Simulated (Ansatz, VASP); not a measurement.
AlN in VASP and in Ansatz

The input POSCAR:

```
AlN
1.0
    3.1110021516      0.0000000000      0.0000000000
   -1.5555010758      2.6942068945      0.0000000000
    0.0000000000      0.0000000000      4.7291000000
Al N
2 2
Direct
    0.3333333333      0.6666666667      0.0000000000
    0.6666666667      0.3333333333      0.5000000000
    0.3333333333      0.6666666667      0.3850000000
    0.6666666667      0.3333333333      0.8850000000
```

The input INCAR.step1:

```
SYSTEM = AlN
ALGO = Normal ; EDIFF = 1E-4
ENCUT = 520 ; GGA = PE
ISMEAR = 0 ; LASPH = .True.
LCHARG = .False. ; LREAL = .False.
LWAVE = .True. ; NBANDS = 16
NELM = 100 ; PREC = Accurate
SIGMA = 0.05
```

The input INCAR.step2:

```
SYSTEM = AlN
ALGO = Normal ; EDIFF = 1E-7
ENCUT = 520 ; ISIF = 2
ISMEAR = 0 ; ISTART = 1
LASPH = .True. ; LCHARG = .False.
LMIXTAU = .True. ; LREAL = .False.
LWAVE = .False. ; METAGGA = R2SCAN
NBANDS = 16 ; NELM = 100
PREC = Accurate ; SIGMA = 0.05
```

The input KPOINTS:

```
k-points
0
Gamma
  12 12 6
  0 0 0
```

Input for Ansatz:

```yaml
crystal:
  lattice:
    - [3.1110021516, 0.0, 0.0]
    - [-1.5555010758, 2.6942068945, 0.0]
    - [0.0, 0.0, 4.7291]
  atoms:
    - { symbol: Al, position: [0.3333333333, 0.6666666667, 0.0] }
    - { symbol: Al, position: [0.6666666667, 0.3333333333, 0.5] }
    - { symbol: "N", position: [0.3333333333, 0.6666666667, 0.385] }
    - { symbol: "N", position: [0.6666666667, 0.3333333333, 0.885] }
basis:
  ecutwfc: 500
kpoints:
  mp_grid: { grid: [12, 12, 6] }
hamiltonian:
  xc: r2scan
scf:
  occupations: { method: gaussian, width: 0.05 }
output:
  forces: true
  stress: true
  eigenvalues: true
```

Change from the starting cell: strain +0.000 along x and y, -0.050 along z, atoms carried along.

Alike in both runs: task single point; functional r2SCAN; k mesh 12 × 12 × 6; occupations gaussian, width 0.05 eV; no spin polarisation.

```csv
,VASP,Ansatz
version,VASP 6.6.1,Ansatz 0.2.0
potentials or method,"VASP PAW PBE potentials, release 64 (Al, N), cutoff 520 eV","scalar-relativistic, plane waves, PAW"
valence electrons in the cell,16,16
```

Ansatz gave:

- gap on the k mesh at the Fermi level (eV): 5.11
- least direct gap on the mesh (eV): 5.11
- pressure (GPa): 11.0
- traceless stress, the component that is largest in VASP (GPa): 14.19
- rms of the force components (eV/Å): 0.389

**Question.** What did VASP give for the same quantities?

**Answer.** gap on the k mesh at the Fermi level (eV): 5.15; least direct gap on the mesh (eV): 5.15; pressure (GPa): 10.6; traceless stress, the component that is largest in VASP (GPa): 14.41; rms of the force components (eV/Å): 0.397.

VASP's potentials were made for PBE, not for r2SCAN. Atom by atom the forces differ by 0.008 eV/Å (rms over components). The functional is the same, so the differences come from potentials, cutoffs and numerics.
